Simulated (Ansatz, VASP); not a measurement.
## ZnCu in VASP and in Ansatz

INCAR

```
SYSTEM = ZnCu
PREC = Accurate
ENCUT = 600
EDIFF = 1E-6
ISMEAR = 0
SIGMA = 0.1
LREAL = .False.
LASPH = .True.
NELM = 80
ALGO = Normal
ISIF = 3
LWAVE = .False.
LCHARG = .False.
GGA = PE
IVDW = 12
IBRION = 2
NSW = 70
EDIFFG = -0.005
```

KPOINTS

```
Automatic mesh
0
Gamma
  14 14 14
  0 0 0
```

File POSCAR:

```
ZnCu
1.0
    2.9631826002      0.0000000000      0.0000000000
    0.0000000000      2.9631826002      0.0000000000
    0.0000000000      0.0000000000      2.9631826002
Zn Cu
1 1
Direct
    0.5000000000      0.5000000000      0.5000000000
    0.0000000000      0.0000000000      0.0000000000
```

Input for Ansatz:

```yaml
crystal:
  lattice:
    - [2.9631826002, 0.0, 0.0]
    - [0.0, 2.9631826002, 0.0]
    - [0.0, 0.0, 2.9631826002]
  atoms:
    - { symbol: Zn, position: [0.5, 0.5, 0.5] }
    - { symbol: Cu, position: [0.0, 0.0, 0.0] }
basis:
  ecutwfc: 420
kpoints:
  mp_grid: { grid: [14, 14, 14] }
hamiltonian:
  xc: pbe
  dispersion: d3bj
scf:
  occupations: { method: gaussian, width: 0.1 }
output:
  forces: true
  stress: true
  eigenvalues: true
  write_density: true
  write_potential: true
  elf: true
  volumetric_format: npy
relax:
  adjacent_minimum: "off"
  f_tol: 0.005
  max_steps: 50
  cell: { stress_tol: 0.05 }
```

Alike in both runs: task relaxation of cell and atoms; functional PBE; dispersion D3(BJ); k mesh 14 × 14 × 14; occupations gaussian, width 0.1 eV; no spin polarisation.

|  | VASP | Ansatz |
| --- | --- | --- |
| version | VASP 6.6.1 | Ansatz 0.2.0 |
| potentials or method | VASP PAW PBE potentials, release 64 (Zn, Cu), cutoff 600 eV | scalar-relativistic, plane waves, PAW |
| valence electrons in the cell | 23 | 31 |

VASP gave:

- gap on the k mesh at the Fermi level, each at its own relaxed structure (eV): none
- relaxed volume (Å³/atom): 12.39
- relaxed cell length with the largest relative difference (Å): 2.915

What did Ansatz give for the same quantities?

gap on the k mesh at the Fermi level, each at its own relaxed structure (eV): none; relaxed volume (Å³/atom): 12.32; relaxed cell length with the largest relative difference (Å): 2.910.

A gap of «none» marks a metal or a gap that the smearing closes. VASP's potentials hold 23 valence electrons a cell and Ansatz's 31, so a difference there can come from the potentials and not from the codes.
